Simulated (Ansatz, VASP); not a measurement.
**One calculation of SnTe, two programs**

The input POSCAR:

```
SnTe
1.0
    0.0000000000      3.2087919724      3.2087919724
    3.2087919724      0.0000000000      3.2087919724
    3.2087919724      3.2087919724      0.0000000000
Sn Te
1 1
Direct
    0.0000000000      0.0000000000      0.0000000000
    0.2500000000      0.2500000000      0.2500000000
```

INCAR.step1

```
SYSTEM = SnTe
PREC     = Accurate       ! precision mode
ENCUT    = 520            ! plane-wave cutoff, eV
ISMEAR   = -1             ! smearing method
SIGMA    = 0.1            ! smearing width, eV
LREAL    = .False.        ! projectors in reciprocal space
LASPH    = .True.         ! aspherical terms in the spheres
NELM     = 100            ! most SCF steps
NBANDS   = 17             ! bands
GGA      = PE             ! functional
ALGO     = Normal         ! electronic algorithm
EDIFF    = 1E-4           ! SCF threshold, eV
LWAVE    = .True.         ! write WAVECAR
LCHARG   = .False.        ! write CHGCAR
```

The input INCAR.step2:

```
SYSTEM = SnTe
PREC     = Accurate       ! precision mode
ENCUT    = 520            ! plane-wave cutoff, eV
EDIFF    = 1E-6           ! SCF threshold, eV
ISMEAR   = -1             ! smearing method
SIGMA    = 0.1            ! smearing width, eV
LREAL    = .False.        ! projectors in reciprocal space
LASPH    = .True.         ! aspherical terms in the spheres
NELM     = 100            ! most SCF steps
ALGO     = Normal         ! electronic algorithm
ISIF     = 2              ! what is computed and relaxed
LWAVE    = .False.        ! write WAVECAR
LCHARG   = .False.        ! write CHGCAR
METAGGA  = R2SCAN         ! meta-GGA
LMIXTAU  = .True.       
NBANDS   = 17             ! bands
ISTART   = 1
```

KPOINTS

```
Automatic mesh
0
Gamma
  12 12 12
  0 0 0
```

Input for Ansatz:

```yaml
crystal:
  lattice:
    - [0.0, 3.2087919724, 3.2087919724]
    - [3.2087919724, 0.0, 3.2087919724]
    - [3.2087919724, 3.2087919724, 0.0]
  atoms:
    - { symbol: Sn, position: [0.0, 0.0, 0.0] }
    - { symbol: Te, position: [0.25, 0.25, 0.25] }
kpoints:
  mp_grid: { grid: [12, 12, 12] }
scf:
  occupations: { method: fermi_dirac, width: 0.1 }
hamiltonian:
  xc: r2scan
  pseudopotentials: { kind: paw }
output:
  forces: true
  stress: true
  eigenvalues: true
  populations: true
```

Change from the starting cell: volume scaled by 0.72, PAW files.

Alike in both runs: task single point; functional r2SCAN; k mesh 12 × 12 × 12; occupations fermi-dirac, width 0.1 eV; no spin polarisation.

|  | VASP | Ansatz |
| --- | --- | --- |
| version | VASP 6.6.1 | Ansatz 0.2.0 |
| potentials or method | VASP PAW PBE potentials, release 64 (Sn_d, Te) | PAW with Ansatz's default frozen-core files, scalar-relativistic |
| plane-wave cutoff (eV) | 520 | 500 |
| valence electrons in the cell | 20 | 30 |

Ansatz gave:

```
pressure (GPa) : 15.4
```

Which values does VASP return?

Pressure (GPa): 15.5.

VASP's potentials were made for PBE, not for r2SCAN. With one functional, cell and mesh, what is left measures potentials, basis and numerics. VASP's potentials hold 20 valence electrons a cell and Ansatz's 30, so a difference there can come from the potentials and not from the codes.

Spin-orbit coupling is off throughout.
